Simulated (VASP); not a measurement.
# V (Pm-3m) in VASP: a series of runs

The runs below take V through single point, relaxation of cell and atoms, with BLYP.

Everything below comes from runs of VASP 6.6.1. Logs are shortened: lines on timing, memory, paths and dates and some standing lists are left out, and cuts for length are marked.

### Step 1. The cell of the first run

Symmetry: Pm-3m, No. 221, cubic system. The conventional cell has a = 2.509 Å, b = 2.509 Å, c = 2.509 Å, α = 90.00°, β = 90.00°, γ = 90.00°. V (site symmetry m-3m) has 6 V at 2.51 Å within 3.3 Å.

### Step 2. Single point, BLYP (volume scaled by 1.04)

The input, INCAR:

```
SYSTEM = V
PREC = Accurate
ENCUT = 520
EDIFF = 1E-7
ISMEAR = -1
SIGMA = 0.1
LREAL = .False.
LASPH = .True.
NELM = 80
ALGO = Normal
ISIF = 2
LWAVE = .False.
LCHARG = .False.
GGA = B5
ALDAX = 1.0
AGGAX = 1.0
AGGAC = 1.0
ALDAC = 0.0
NBANDS = 12
```

The input, KPOINTS:

```
regular mesh
0
Gamma
  14 14 14
  0 0 0
```

The input, POSCAR:

```
V
1.0
    2.5090435988      0.0000000000      0.0000000000
    0.0000000000      2.5090435988      0.0000000000
    0.0000000000      0.0000000000      2.5090435988
V
1
Direct
    0.0000000000      0.0000000000      0.0000000000
```

Potentials or basis: VASP PAW PBE potentials, release 64 (V_sv).

Command:

```
$ cat potpaw_PBE.64/V_sv/POTCAR > POTCAR
$ mpirun -np 1 vasp_std > vasp.out
```

OUTCAR:

```text
SYSTEM = V
   PREC = Accurate
   ENCUT = 520
   EDIFF = 1E-7
   ISMEAR = -1
   LREAL = .False.
   LASPH = .True.
   NELM = 80
   ISIF = 2
   GGA = B5

 ion  position               nearest neighbor table
   1  0.000  0.000  0.000-

  LATTYP: Found a simple cubic cell.
 ALAT       =     2.5090435988

  Lattice vectors:

 A1 = (   2.5090435988,   0.0000000000,   0.0000000000)
 A2 = (   0.0000000000,   2.5090435988,   0.0000000000)
 A3 = (   0.0000000000,   0.0000000000,   2.5090435988)

Analysis of symmetry for initial positions (statically):
=====================================================================
 Subroutine PRICEL returns:
 Original cell was already a primitive cell.

 Routine SETGRP: Setting up the symmetry group for a
 simple cubic supercell.

 Subroutine GETGRP returns: Found 48 space group operations
 (whereof 48 operations were pure point group operations)
 out of a pool of 48 trial point group operations.

The static configuration has the point symmetry O_h .

Analysis of symmetry for dynamics (positions and initial velocities):
=====================================================================
 Subroutine PRICEL returns:
 Original cell was already a primitive cell.

 Routine SETGRP: Setting up the symmetry group for a
 simple cubic supercell.

 Subroutine GETGRP returns: Found 48 space group operations
 (whereof 48 operations were pure point group operations)
 out of a pool of 48 trial point group operations.

The dynamic configuration has the point symmetry O_h .

 Subroutine INISYM returns: Found 48 space group operations
 (whereof 48 operations are pure point group operations),
 and found     1 'primitive' translations

----------------------------------------------------------------------------------------

                                     Primitive cell

  volume of cell :      15.7952

  direct lattice vectors                    reciprocal lattice vectors
     2.509043599  0.000000000  0.000000000     0.398558240  0.000000000  0.000000000
     0.000000000  2.509043599  0.000000000     0.000000000  0.398558240  0.000000000
     0.000000000  0.000000000  2.509043599     0.000000000  0.000000000  0.398558240

  length of vectors
     2.509043599  2.509043599  2.509043599     0.398558240  0.398558240  0.398558240

  position of ions in fractional coordinates (direct lattice)
     0.000000000  0.000000000  0.000000000

  ion indices of the primitive-cell ions
   primitive index   ion index
                 1           1

----------------------------------------------------------------------------------------

 KPOINTS: regular mesh

Automatic generation of k-mesh.
 Grid dimensions read from file:
 generate k-points for:   14   14   14

 Generating k-lattice:

  Cartesian coordinates                     Fractional coordinates (reciprocal lattice)
     0.028468446  0.000000000  0.000000000     0.071428571  0.000000000  0.000000000
     0.000000000  0.028468446  0.000000000     0.000000000  0.071428571  0.000000000
     0.000000000  0.000000000  0.028468446     0.000000000  0.000000000  0.071428571

  Length of vectors
     0.028468446  0.028468446  0.028468446

  Shift w.r.t. Gamma in fractional coordinates (k-lattice)
     0.000000000  0.000000000  0.000000000

 Subroutine IBZKPT returns following result:
 ===========================================

 Found    120 irreducible k-points:

 Following reciprocal coordinates:
            Coordinates               Weight
  0.000000  0.000000  0.000000      1.000000
  0.071429  0.000000  0.000000      6.000000
  0.142857  0.000000  0.000000      6.000000
  0.214286  0.000000  0.000000      6.000000
  0.285714  0.000000  0.000000      6.000000
  0.357143  0.000000  0.000000      6.000000
[... 16 lines left out ...]
  0.285714  0.214286  0.000000     24.000000
  0.357143  0.214286  0.000000     24.000000
 [... further k-points ...]
   k-points           NKPTS =    120   k-points in BZ     NKDIM =    120   number of bands    NBANDS=     12
   number of dos      NEDOS =    301   number of ions     NIONS =      1
   total plane-waves  NPLWV =   8000
   dimension x,y,z NGX =    20 NGY =   20 NGZ =   20
   dimension x,y,z NGXF=    40 NGYF=   40 NGZF=   40
   ions per type =               1
   NGX,Y,Z   is equivalent  to a cutoff of  13.25, 13.25, 13.25 a.u.
   NGXF,Y,Z  is equivalent  to a cutoff of  26.50, 26.50, 26.50 a.u.
 SYSTEM =  V
   PREC   = accura    normal or accurate (medium, high low for compatibility)
   ISTART =      0    job   : 0-new  1-cont  2-samecut
   ICHARG =      2    charge: 1-file 2-atom 10-const
   ISPIN  =      1    spin polarized calculation?
   LNONCOLLINEAR =      F non collinear calculations
   LSORBIT =      F    spin-orbit coupling
   LASPH  =      T    aspherical Exc in radial PAW
   ENCUT  =  520.0 eV  38.22 Ry    6.18 a.u.   4.67  4.67  4.67*2*pi/ulx,y,z
   NELM   =     80;   NELMIN=  2; NELMDL= -5     # of ELM steps
   EDIFF  = 0.1E-06   stopping-criterion for ELM
   LREAL  =      F    real-space projection
   EDIFFG = 0.1E-05   stopping-criterion for IOM
   NSW    =      0    number of steps for IOM
   IBRION =     -1    ionic relax: 0-MD 1-quasi-New 2-CG
   NFREE  =      0    steps in history (QN), initial steepest desc. (CG)
   ISIF   =      2    stress and relaxation
   ISYM   =      2    0-nonsym 1-usesym 2-fastsym
   POTIM  = 0.5000    time-step for ionic-motion
   TEBEG  =    0.0;   TEEND  =   0.0 temperature during run
   PSTRESS=    0.0 pullay stress
   NELECT =      13.0000    total number of electrons
   NUPDOWN=      -1.0000    fix difference up-down
   EMIN   =  10.00;   EMAX   =-10.00  energy-range for DOS
   EFERMI =   0.00;   METHOD = LEGACY
   ISMEAR =    -1;   SIGMA  =   0.10  broadening in eV -4-tet -1-fermi 0-gaus
   EFERMI_NEDOS =   21; number of points for ismear=-14 and -15
   IALGO  =     38    algorithm
   IMIX   =      4    mixing-type and parameters
     AMIX     =   0.40;   BMIX     =  1.00
     AMIX_MAG =   1.60;   BMIX_MAG =  1.00
  volume/ion in A,a.u.               =      15.80       106.59
  Fermi-wavevector in a.u.,A,eV,Ry     =   1.534197  2.899212 32.024847  2.353760
  Thomas-Fermi vector in A             =   2.641158
   LORBIT       =      0    0 simple, 1 ext, 2 COOP (PROOUT), +10 PAW based schemes
   GGA     = B5    functional components
   LHFCALC =     F    Hartree Fock is set to
   AEXX    =    0.0000 exact exchange contribution
   IVDW    =     0    specifies the selected vdW correction
   LEPSILON=     F    determine dielectric tensor
   LRPA    =     F    only Hartree local field effects (RPA)
 non-spin polarized calculation
  energy-cutoff  :      520.00
  volume of cell :       15.80
 maximum number of plane-waves:       449
 NGX is ok and might be reduce to    20
   NGX =  9   NGY =  9   NGZ =  9

 number of electron      12.9999990 magnetization

 Free energy of the ion-electron system (eV)
  ---------------------------------------------------
  ext. energy  EPLUGINS =         0.00000000
  ---------------------------------------------------
  free energy    TOTEN  =        -7.16434701 eV

  energy without entropy =       -7.10354090  energy(sigma->0) =       -7.13394395

 E-fermi :   8.4680     XC(G=0): -11.3826

 val. band max:        8.4677024639   @ k =   0.4286   0.2143   0.0714
 cond. band min:       8.4744654746   @ k =   0.5000   0.4286   0.2143
 fundamental gap:      0.0067630107
 Fermi energy:         8.4680447833

 k-point     1 :       0.0000    0.0000    0.0000
  band No.  band energies     occupation
      1     -55.1590      2.00000
      2     -28.6982      2.00000
      3     -28.6982      2.00000
      4     -28.6982      2.00000
      5       2.4966      2.00000
      6       6.4753      2.00000
      7       6.4754      2.00000
      8      11.6519      0.00000
      9      11.6520      0.00000
     10      11.6520      0.00000
     11      25.9913      0.00000
     12      25.9913      0.00000

 k-point     2 :       0.0714    0.0000    0.0000
  band No.  band energies     occupation
      1     -55.1527      2.00000
      2     -28.7422      2.00000
      3     -28.6945      2.00000
      4     -28.6945      2.00000
      5       2.6394      2.00000
      6       6.5066      2.00000
      7       6.5772      2.00000
      8      11.5483      0.00000
      9      11.5483      0.00000
     10      11.6598      0.00000
     11      24.7828      0.00000
     12      26.2115      0.00000

 k-point     3 :       0.1429    0.0000    0.0000
  band No.  band energies     occupation
      1     -55.1350      2.00000
      2     -28.8644      2.00000
      3     -28.6840      2.00000
      4     -28.6840      2.00000
      5       3.0508      2.00000
      6       6.5955      2.00000
      7       6.8695      2.00000
      8      11.2688      0.00000
      9      11.2688      0.00000
     10      11.6819      0.00000
     11      22.6063      0.00000
     12      26.8415      0.00000
[... 286 lines left out ...]
 k-point    23 :       0.2857    0.2143    0.0000
  band No.  band energies     occupation
      1     -55.0321      2.00000
      2     -29.1883      2.00000
      3     -28.9796      2.00000
      4     -28.6237      2.00000
      5       5.3383      2.00000
      6       7.2991      1.99998
      7       8.3839      1.39751
      8      10.0815      0.00000
      9      10.6036      0.00000
     10      11.0714      0.00000
     11      19.2692      0.00000
     12      22.7824      0.00000

 k-point    24 :       0.3571    0.2143    0.0000
  band No.  band energies     occupation
      1     -55.0066      2.00000
      2     -29.3528      2.00000
      3     -28.9609      2.00000
      4     -28.6088      2.00000
      5       5.9495      2.00000
      6       7.3230      1.99998
      7       8.5105      0.79099
      8      10.2957      0.00000
      9      10.5614      0.00000
     10      11.1149      0.00000
     11      17.5108      0.00000
     12      23.6270      0.00000

 [... further k-points ...]
[... 5 lines left out ...]
  --------------------------------------------------------------------------------------
  -------------------------------------------------------------------------------------
  Total       -0.3702122     -0.3702122     -0.3702122      0.0000000     -0.0000000      0.0000000
  in kB      -37.5523149    -37.5523149    -37.5523149      0.0000000     -0.0000000      0.0000000
  external PRESSURE =     -37.5523149 kB  Pullay stress =       0.0000000 kB

 VOLUME and BASIS-vectors are now :
 -----------------------------------------------------------------------------
  energy-cutoff  :      520.00
  volume of cell :       15.80
      direct lattice vectors                 reciprocal lattice vectors
     2.509043599  0.000000000  0.000000000     0.398558240  0.000000000  0.000000000
     0.000000000  2.509043599  0.000000000     0.000000000  0.398558240  0.000000000
     0.000000000  0.000000000  2.509043599     0.000000000  0.000000000  0.398558240

 POSITION                                       TOTAL-FORCE (eV/Angst)
 -----------------------------------------------------------------------------------
      0.00000      0.00000      0.00000         0.000000      0.000000      0.000000
 -----------------------------------------------------------------------------------
    total drift:                               -0.000000     -0.000000     -0.000000

  FREE ENERGIE OF THE ION-ELECTRON SYSTEM (eV)
  ---------------------------------------------------
  free  energy   TOTEN  =        -7.1643470124 eV

  energy  without entropy=       -7.1035408965  energy(sigma->0) =       -7.13394395
```

It took 39 s on 1 thread of AMD EPYC 9R45, shared host; peak memory 0.11 GiB.

Results:

- Free energy: -7.1643 eV
- Pressure: -3.8 GPa

Caveat: the PAW data sets were made with another functional, which shifts forces and pressure a little.

### Step 3. Single point, BLYP (volume scaled by 1.08)

The input, INCAR:

```
PREC = Accurate
ENCUT = 520
EDIFF = 1E-6
ISMEAR = -1
SIGMA = 0.1
LREAL = False
LASPH = True
NELM = 80
ALGO = Normal
ISIF = 2
LWAVE = False
LCHARG = False
GGA = B5
ALDAX = 1.0
AGGAX = 1.0
AGGAC = 1.0
ALDAC = 0.0
NBANDS = 12
```

The input, KPOINTS:

```
Automatic mesh
0
Gamma
  14 14 14
```

The input, POSCAR:

```
V
1.0
    2.5408070163      0.0000000000      0.0000000000
    0.0000000000      2.5408070163      0.0000000000
    0.0000000000      0.0000000000      2.5408070163
V
1
Direct
    0.0000000000      0.0000000000      0.0000000000
```

Potentials or basis: VASP PAW PBE potentials, release 64 (V_sv).

Command:

```
$ cat potpaw_PBE.64/V_sv/POTCAR > POTCAR
$ mpirun -np 1 vasp_std > vasp.out
```

It took 35 s on 1 thread of AMD EPYC 9R45, shared host; peak memory 0.11 GiB.

It converged, with:

```
Free energy : -7.1431 eV
Pressure    : -7.4 GPa
```

Levels at points of the mesh, in eV from the Fermi level:
| k point | band 5 | band 6 | band 7 | band 8 | band 9 | band 10 |
| --- | --- | --- | --- | --- | --- | --- |
| (0.00, 0.00, 0.00) | -5.87 | -1.89 | -1.89 | 3.04 | 3.04 | 3.04 |
| (0.50, 0.00, 0.00) | -2.16 | -1.25 | 0.01 | 1.36 | 1.36 | 3.19 |
| (0.50, 0.50, 0.00) | -2.92 | -0.74 | 1.72 | 1.72 | 4.04 | 5.62 |
| (0.50, 0.50, 0.50) | -1.58 | -1.58 | -1.58 | 4.13 | 4.13 | 10.59 |

Caveat: the PAW data sets were made with another functional, which shifts forces and pressure a little.

[end of part 1 of 2]
